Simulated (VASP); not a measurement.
Write the native input for VASP 6.6.1 that does the following.

* Task: single point
* Functional: PBE
* Potentials or basis: VASP PAW PBE potentials, release 64 (Si, C)
* Cutoff: 520 eV
* k mesh: 12 × 12 × 2
* Occupations: fermi-dirac, width 0.02 eV
* Spin: no spin polarisation
* Dipole correction: no
* Further INCAR settings: LREAL = Auto; ALGO = Normal; EDIFF = 1e-06; NBANDS = 46

The structure of SiC lies in POSCAR:

```
SiC
1.0
    3.0954727712      0.0000000000      0.0000000000
   -1.5477363856      2.6807580566      0.0000000000
    0.0000000000      0.0000000000     20.2439027923
Si C
8 8
Direct
    0.3333333333      0.6666666667      0.8751815746
    0.3333333333      0.6666666667      0.6249959788
    0.0000000000      0.0000000000      0.0000926783
    0.6666666667      0.3333333333      0.7501058159
    0.6666666667      0.3333333333      0.3751815746
    0.3333333333      0.6666666667      0.2501058159
    0.0000000000      0.0000000000      0.5000926783
    0.6666666667      0.3333333333      0.1249959788
    0.3333333333      0.6666666667      0.3441161240
    0.6666666667      0.3333333333      0.2187335818
    0.6666666667      0.3333333333      0.8441161240
    0.0000000000      0.0000000000      0.5938592612
    0.3333333333      0.6666666667      0.9689169955
    0.0000000000      0.0000000000      0.0938592612
    0.3333333333      0.6666666667      0.7187335818
    0.6666666667      0.3333333333      0.4689169955
```

One way to write it, as run:

INCAR

```
PREC = Accurate
ENCUT = 520
EDIFF = 1E-6
ISMEAR = -1
SIGMA = 0.02
LREAL = Auto
LASPH = True
NELM = 80
ALGO = Normal
ISIF = 2
LWAVE = False
LCHARG = False
GGA = PE
NBANDS = 46
```

KPOINTS

```
regular mesh
0
Gamma
  12 12 2
```

Potentials or basis: VASP PAW PBE potentials, release 64 (Si, C).

The run is started by

```bash
$ cat potpaw_PBE.64/Si/POTCAR potpaw_PBE.64/C/POTCAR > POTCAR
$ mpirun -np 1 vasp_std > vasp.out
```

It gave:

The pressure is -0.1 GPa, the largest force is 0.005 eV/Å and the band gap on the k mesh is 1.78 eV (least direct gap 2.86 eV).

It took 13 min on 1 thread of Intel Xeon 8259CL (shared host), peak memory 0.34 GiB.
